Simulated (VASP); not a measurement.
# Mg2Sn (Fm-3m) in VASP: a series of runs, part 2 of 2

VASP 6.6.1. The steps go on from the part before.

## Step 4: Single point, PBE (26.39 Å³/atom)

This run uses another cell than the first one, of 26.39 Å³/atom.

INCAR reads:

```
SYSTEM = Mg2Sn
  ALGO = Normal
  EDIFF = 1E-6
  ENCUT = 600
  GGA = PE
  GGA_COMPAT = .False.
  ISIF = 2
  ISMEAR = 0
  LASPH = .True.
  LCHARG = .False.
  LREAL = .False.
  LWAVE = .False.
  NBANDS = 16
  NELM = 120
  PREC = Accurate
  SIGMA = 0.05
```

KPOINTS reads:

```
k-points
0
Gamma
  10 10 10
  0 0 0
```

POSCAR reads:

```
Mg2Sn
1.0
    0.0000000000      3.4080521656      3.4080521656
    3.4080521656      0.0000000000      3.4080521656
    3.4080521656      3.4080521656      0.0000000000
Mg Sn
2 1
Direct
    0.2500000000      0.2500000000      0.2500000000
    0.7500000000      0.7500000000      0.7500000000
    0.0000000000      0.0000000000      0.0000000000
```

Potentials or basis: VASP PAW PBE potentials, release 64 (Mg, Sn_d).

Run with:

```sh
$ cat potpaw_PBE.64/Mg/POTCAR potpaw_PBE.64/Sn_d/POTCAR > POTCAR
$ mpirun -np 1 vasp_std > vasp.out
```

OUTCAR:

```text
SYSTEM = Mg2Sn
   EDIFF = 1E-6
   ENCUT = 600
   GGA = PE
   ISIF = 2
   ISMEAR = 0
   LASPH = .True.
   LREAL = .False.
   NELM = 120
   PREC = Accurate

 ion  position               nearest neighbor table
   1  0.250  0.250  0.250-   3 2.95   3 2.95   3 2.95   3 2.95   2 3.41   2 3.41   2 3.41   2 3.41
                             2 3.41   2 3.41
   2  0.750  0.750  0.750-   3 2.95   3 2.95   3 2.95   3 2.95   1 3.41   1 3.41   1 3.41   1 3.41
                             1 3.41   1 3.41
   3  0.000  0.000  0.000-   2 2.95   2 2.95   2 2.95   1 2.95   2 2.95   1 2.95   1 2.95   1 2.95

  LATTYP: Found a face centered cubic cell.
 ALAT       =     6.8161043312

  Lattice vectors:

 A1 = (   0.0000000000,   3.4080521656,   3.4080521656)
 A2 = (   3.4080521656,   0.0000000000,   3.4080521656)
 A3 = (   3.4080521656,   3.4080521656,   0.0000000000)

Analysis of symmetry for initial positions (statically):
=====================================================================
 Subroutine PRICEL returns:
 Original cell was already a primitive cell.

 Routine SETGRP: Setting up the symmetry group for a
 face centered cubic supercell.

 Subroutine GETGRP returns: Found 48 space group operations
 (whereof 48 operations were pure point group operations)
 out of a pool of 48 trial point group operations.

The static configuration has the point symmetry O_h .

Analysis of symmetry for dynamics (positions and initial velocities):
=====================================================================
 Subroutine PRICEL returns:
 Original cell was already a primitive cell.

 Routine SETGRP: Setting up the symmetry group for a
 face centered cubic supercell.

 Subroutine GETGRP returns: Found 48 space group operations
 (whereof 48 operations were pure point group operations)
 out of a pool of 48 trial point group operations.

The dynamic configuration has the point symmetry O_h .

 Subroutine INISYM returns: Found 48 space group operations
 (whereof 48 operations are pure point group operations),
 and found     1 'primitive' translations

----------------------------------------------------------------------------------------

                                     Primitive cell

  volume of cell :      79.1678

  direct lattice vectors                    reciprocal lattice vectors
     0.000000000  3.408052166  3.408052166    -0.146711369  0.146711369  0.146711369
     3.408052166  0.000000000  3.408052166     0.146711369 -0.146711369  0.146711369
     3.408052166  3.408052166  0.000000000     0.146711369  0.146711369 -0.146711369

  length of vectors
     4.819713594  4.819713594  4.819713594     0.254111546  0.254111546  0.254111546

  position of ions in fractional coordinates (direct lattice)
     0.250000000  0.250000000  0.250000000
     0.750000000  0.750000000  0.750000000
     0.000000000  0.000000000  0.000000000

  ion indices of the primitive-cell ions
   primitive index   ion index
                 1           1
                 2           2
                 3           3

----------------------------------------------------------------------------------------

 KPOINTS: k-points

Automatic generation of k-mesh.
 Grid dimensions read from file:
 generate k-points for:   10   10   10

 Generating k-lattice:

  Cartesian coordinates                     Fractional coordinates (reciprocal lattice)
    -0.014671137  0.014671137  0.014671137     0.100000000  0.000000000  0.000000000
     0.014671137 -0.014671137  0.014671137     0.000000000  0.100000000  0.000000000
     0.014671137  0.014671137 -0.014671137     0.000000000  0.000000000  0.100000000

  Length of vectors
     0.025411155  0.025411155  0.025411155

  Shift w.r.t. Gamma in fractional coordinates (k-lattice)
     0.000000000  0.000000000  0.000000000

 Subroutine IBZKPT returns following result:
 ===========================================

 Found     47 irreducible k-points:

 Following reciprocal coordinates:
            Coordinates               Weight
  0.000000  0.000000  0.000000      1.000000
  0.100000  0.000000  0.000000      8.000000
  0.200000  0.000000  0.000000      8.000000
  0.300000  0.000000  0.000000      8.000000
  0.400000  0.000000  0.000000      8.000000
  0.500000  0.000000  0.000000      4.000000
[... 16 lines left out ...]
  0.300000  0.300000  0.000000      6.000000
  0.400000  0.300000  0.000000     24.000000
 [... further k-points ...]
   k-points           NKPTS =     47   k-points in BZ     NKDIM =     47   number of bands    NBANDS=     16
   number of dos      NEDOS =    301   number of ions     NIONS =      3
   total plane-waves  NPLWV =  64000
   dimension x,y,z NGX =    40 NGY =   40 NGZ =   40
   dimension x,y,z NGXF=    80 NGYF=   80 NGZF=   80
   ions per type =               2   1
   NGX,Y,Z   is equivalent  to a cutoff of  13.80, 13.80, 13.80 a.u.
   NGXF,Y,Z  is equivalent  to a cutoff of  27.59, 27.59, 27.59 a.u.
 SYSTEM =  Mg2Sn
   PREC   = accura    normal or accurate (medium, high low for compatibility)
   ISTART =      0    job   : 0-new  1-cont  2-samecut
   ICHARG =      2    charge: 1-file 2-atom 10-const
   ISPIN  =      1    spin polarized calculation?
   LNONCOLLINEAR =      F non collinear calculations
   LSORBIT =      F    spin-orbit coupling
   LASPH  =      T    aspherical Exc in radial PAW
   ENCUT  =  600.0 eV  44.10 Ry    6.64 a.u.   9.63  9.63  9.63*2*pi/ulx,y,z
   NELM   =    120;   NELMIN=  2; NELMDL= -5     # of ELM steps
   EDIFF  = 0.1E-05   stopping-criterion for ELM
   LREAL  =      F    real-space projection
   EDIFFG = 0.1E-04   stopping-criterion for IOM
   NSW    =      0    number of steps for IOM
   IBRION =     -1    ionic relax: 0-MD 1-quasi-New 2-CG
   NFREE  =      0    steps in history (QN), initial steepest desc. (CG)
   ISIF   =      2    stress and relaxation
   ISYM   =      2    0-nonsym 1-usesym 2-fastsym
   POTIM  = 0.5000    time-step for ionic-motion
   TEBEG  =    0.0;   TEEND  =   0.0 temperature during run
   PSTRESS=    0.0 pullay stress
   NELECT =      18.0000    total number of electrons
   NUPDOWN=      -1.0000    fix difference up-down
   EMIN   =  10.00;   EMAX   =-10.00  energy-range for DOS
   EFERMI =   0.00;   METHOD = LEGACY
   ISMEAR =     0;   SIGMA  =   0.05  broadening in eV -4-tet -1-fermi 0-gaus
   EFERMI_NEDOS =   21; number of points for ismear=-14 and -15
   IALGO  =     38    algorithm
   IMIX   =      4    mixing-type and parameters
     AMIX     =   0.40;   BMIX     =  1.00
     AMIX_MAG =   1.60;   BMIX_MAG =  1.00
  volume/ion in A,a.u.               =      26.39       178.08
  Fermi-wavevector in a.u.,A,eV,Ry     =   0.999193  1.888201 13.583878  0.998387
  Thomas-Fermi vector in A             =   2.131467
   LORBIT       =      0    0 simple, 1 ext, 2 COOP (PROOUT), +10 PAW based schemes
   GGA     = PE    functional components
   LHFCALC =     F    Hartree Fock is set to
   AEXX    =    0.0000 exact exchange contribution
   IVDW    =     0    specifies the selected vdW correction
   LEPSILON=     F    determine dielectric tensor
   LRPA    =     F    only Hartree local field effects (RPA)
 non-spin polarized calculation
 Gauss-broadening in eV      SIGMA  =   0.05
  energy-cutoff  :      600.00
  volume of cell :       79.17
 maximum number of plane-waves:      2685
   NGX = 19   NGY = 19   NGZ = 19

 number of electron      18.0000004 magnetization

 Free energy of the ion-electron system (eV)
  ---------------------------------------------------
  ext. energy  EPLUGINS =         0.00000000
  ---------------------------------------------------
  free energy    TOTEN  =        -7.43341154 eV

  energy without entropy =       -7.43286018  energy(sigma->0) =       -7.43313586

 E-fermi :   4.0454     XC(G=0):  -8.6716

 val. band max:        4.0341938744   @ k =   0.4000   0.4000   0.0000
 cond. band min:       4.1104224660   @ k =   0.0000   0.0000   0.0000
 fundamental gap:      0.0762285916
 Fermi energy:         4.0454492557

 k-point     1 :       0.0000    0.0000    0.0000
  band No.  band energies     occupation
      1     -16.8569      2.00000
      2     -16.8569      2.00000
      3     -16.8569      2.00000
      4     -16.8208      2.00000
      5     -16.8208      2.00000
      6      -4.8890      2.00000
[... 433 lines left out ...]
      3     -16.8522      2.00000
      4     -16.8222      2.00000
      5     -16.8187      2.00000
      6      -3.6953      2.00000
[... 8 lines left out ...]
     15      11.1734      0.00000
     16      11.7982      0.00000

 [... further k-points ...]

------------------------ aborting loop because EDIFF is reached ----------------------------------------

  FORCE on cell =-STRESS in cart. coord.  units (eV):
  Direction    XX          YY          ZZ          XY          YZ          ZX
  --------------------------------------------------------------------------------------
  -------------------------------------------------------------------------------------
  Total       -0.0061746     -0.0061746     -0.0061746     -0.0000000     -0.0000000      0.0000000
  in kB       -0.1249600     -0.1249600     -0.1249600     -0.0000000     -0.0000000      0.0000000
  external PRESSURE =      -0.1249600 kB  Pullay stress =       0.0000000 kB

 VOLUME and BASIS-vectors are now :
 -----------------------------------------------------------------------------
  energy-cutoff  :      600.00
  volume of cell :       79.17
      direct lattice vectors                 reciprocal lattice vectors
     0.000000000  3.408052166  3.408052166    -0.146711369  0.146711369  0.146711369
     3.408052166  0.000000000  3.408052166     0.146711369 -0.146711369  0.146711369
     3.408052166  3.408052166  0.000000000     0.146711369  0.146711369 -0.146711369

 POSITION                                       TOTAL-FORCE (eV/Angst)
 -----------------------------------------------------------------------------------
      1.70403      1.70403      1.70403        -0.000000     -0.000000     -0.000000
      5.11208      5.11208      5.11208         0.000000      0.000000      0.000000
      0.00000      0.00000      0.00000        -0.000000     -0.000000      0.000000
 -----------------------------------------------------------------------------------
    total drift:                               -0.000000      0.000000     -0.000000

  FREE ENERGIE OF THE ION-ELECTRON SYSTEM (eV)
  ---------------------------------------------------
  free  energy   TOTEN  =        -7.4334115421 eV

  energy  without entropy=       -7.4328601761  energy(sigma->0) =       -7.43313586
```

It took 2.3 min on 1 thread of Intel Xeon 8259CL, shared host; peak memory 0.28 GiB.

Results:

```yaml
Free_energy: -7.4334 eV
Pressure: 0.0 GPa
Band_gap_on_the_k_mesh: zero (bands 9 and 10 overlap by 0.20 eV)
```

Caveat: spin-orbit coupling is left out, which moves the levels of the heavy elements.

## Step 5: Overview

```csv
cell,gap on the mesh (eV),pressure (GPa)
"a = 4.795 Å, angles 60.0°, 3 atoms",none,0.6
"a = 4.802 Å, angles 60.0°, 3 atoms",none,0.4
"a = 4.820 Å, angles 60.0°, 3 atoms",none,0.0
```

Alike in all rows: task single point; level PBE; potentials or basis VASP PAW PBE potentials, release 64 (Mg, Sn_d); no spin polarisation; k mesh 10 × 10 × 10; cutoff (eV) 600; smearing gaussian 0.05 eV.

Caveats: spin-orbit coupling is left out, which moves the levels of the heavy elements.

Total energies depend on the potentials used, so only differences within one code and one set of settings carry meaning.
